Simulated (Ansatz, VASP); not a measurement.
## One calculation of BP, two programs

```
B P
1.0
     0.00000    2.26900    2.26900
     2.26900    0.00000    2.26900
     2.26900    2.26900    0.00000
B P
1 1
Direct
  0.00000 0.00000 0.00000
  0.25000 0.25000 0.25000
```

Alike in both runs: task single point; functional r2SCAN; k mesh 12 × 12 × 12; occupations gaussian, width 0.05 eV; no spin polarisation.

|  | VASP | Ansatz |
| --- | --- | --- |
| version | VASP 6.6.1 | Ansatz 0.2.0 |
| potentials or method | VASP PAW PBE potentials, release 64 (B, P), cutoff 520 eV | scalar-relativistic, plane waves, PAW |
| valence electrons in the cell | 8 | 8 |

Ansatz gave:

| Quantity | Value |
| --- | --- |
| gap on the k mesh at the Fermi level (eV) | 1.41 |

Estimate VASP's values.

gap on the k mesh at the Fermi level (eV): 1.44.

VASP's potentials were made for PBE, not for r2SCAN.
